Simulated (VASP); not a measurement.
MgI2: single point with PBE

MgI2:

```
CELL_PARAMETERS angstrom
2.01777 1.20013 6.89235
-2.01777 1.20013 6.89235
0.00000 -2.40025 6.89235
ATOMIC_POSITIONS crystal
Mg 0.00000 0.00000 0.00000
I 0.25076 0.25076 0.25400
I 0.74924 0.74924 0.74600
```

This cell differs from its parent crystal: uniaxial x strain -2.9%.

| Property | Result |
| --- | --- |
| Program | VASP 6.6.1 |
| Task | single point |
| Functional | PBE |
| Potentials or basis | VASP PAW PBE potentials, release 64 (Mg, I) |
| Cutoff | 520 eV |
| k mesh | 8 × 8 × 8 |
| Occupations | fermi-dirac, width 0.02 eV |
| Spin | no spin polarisation |
| Dipole correction | no |
| Further INCAR settings | ALGO = Normal; EDIFF = 1e-06; NBANDS = 15 |

| Quantity | Value |
| --- | --- |
| Pressure | 1.8 GPa |
| Largest force | 0.009 eV/Å |
| Band gap on the k mesh | 3.13 eV (least direct gap 3.62 eV) |

Forces in eV/Å, atoms in the order of the input:
```
Mg   0.000  0.000  0.000
I    0.000 -0.003 -0.008
I    0.000  0.003  0.008
```

Stress tensor (GPa, compression positive):
```
 2.58  0.00  0.00
 0.00  1.45 -0.02
 0.00 -0.02  1.50
```

Levels at points of the mesh, in eV from the valence-band top:
| k point | band 6 | band 7 | band 8 | band 9 | band 10 | band 11 |
| --- | --- | --- | --- | --- | --- | --- |
| (0.00, 0.00, 0.00) | -0.20 | -0.09 | 0.00 | 3.73 | 4.75 | 6.44 |
| (0.50, 0.00, 0.00) | -1.40 | -1.32 | -0.83 | 3.72 | 5.27 | 6.19 |
| (0.50, 0.50, 0.00) | -1.28 | -0.52 | -0.40 | 3.22 | 4.95 | 5.01 |
| (0.00, 0.00, 0.50) | -1.41 | -1.11 | -0.64 | 3.91 | 5.47 | 6.11 |
| (0.50, 0.00, 0.50) | -1.43 | -0.58 | -0.56 | 3.13 | 4.85 | 4.93 |
| (0.50, 0.50, 0.50) | -0.29 | -0.27 | -0.12 | 4.72 | 4.91 | 6.61 |

It took 8.7 min on 1 thread of Intel(R) Xeon(R) Platinum 8488C (Sapphire Rapids), with other jobs on the host, peak memory 0.53 GiB.

Caveat: the cell differs from its parent crystal (uniaxial x strain -2.9%); spin-orbit coupling is left out, which moves the levels of the heavy elements. A k mesh can miss the band edges.
